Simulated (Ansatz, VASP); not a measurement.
**Two plane-wave programs on Na**

Contents of INCAR:

```
  ALGO = Fast
  EDIFF = 1E-6
  ENCUT = 520
  GGA = PE
  ISIF = 2
  ISMEAR = 0
  LASPH = T
  LCHARG = T
  LELF = T
  LREAL = F
  LVHAR = T
  LWAVE = F
  NBANDS = 10
  NELM = 60
  PREC = Accurate
  SIGMA = 0.15
```

KPOINTS

```
k-points
0
Gamma
  18 18 18
```

File POSCAR:

```
Na
1.0
   -2.1771790328      2.1771790328      2.0030047102
    2.1771790328     -2.1771790328      2.0030047102
    2.1771790328      2.1771790328     -2.0030047102
Na
1
Direct
    0.0000000000      0.0000000000      0.0000000000
```

Input for Ansatz:

```yaml
crystal:
  lattice:
    - [-2.1771790328, 2.1771790328, 2.0030047102]
    - [2.1771790328, -2.1771790328, 2.0030047102]
    - [2.1771790328, 2.1771790328, -2.0030047102]
  atoms:
    - { symbol: Na, position: [0.0, 0.0, 0.0] }
basis:
  ecutwfc: 420
kpoints:
  mp_grid: { grid: [18, 18, 18] }
hamiltonian:
  xc: pbe
scf:
  occupations: { method: gaussian, width: 0.15 }
output:
  forces: true
  stress: true
  eigenvalues: true
```

Alike in both runs: task single point; functional PBE; k mesh 18 × 18 × 18; occupations gaussian, width 0.15 eV; no spin polarisation.

```csv
,VASP,Ansatz
version,VASP 6.6.1,Ansatz 0.2.0
potentials or method,"VASP PAW PBE potentials, release 64 (Na_pv), cutoff 520 eV","scalar-relativistic, plane waves, PAW"
valence electrons in the cell,7,9
```

```csv
,VASP,Ansatz,Ansatz less VASP
gap on the k mesh at the Fermi level (eV),none,none,-
pressure (GPa),-0.3,-0.2,+0.10
"traceless stress, the component that is largest in VASP (GPa)",0.14,0.13,-0.001
```

A gap of «none» marks a metal or a gap that the smearing closes. VASP's potentials hold 7 valence electrons a cell and Ansatz's 9, so a difference there can come from the potentials and not from the codes.
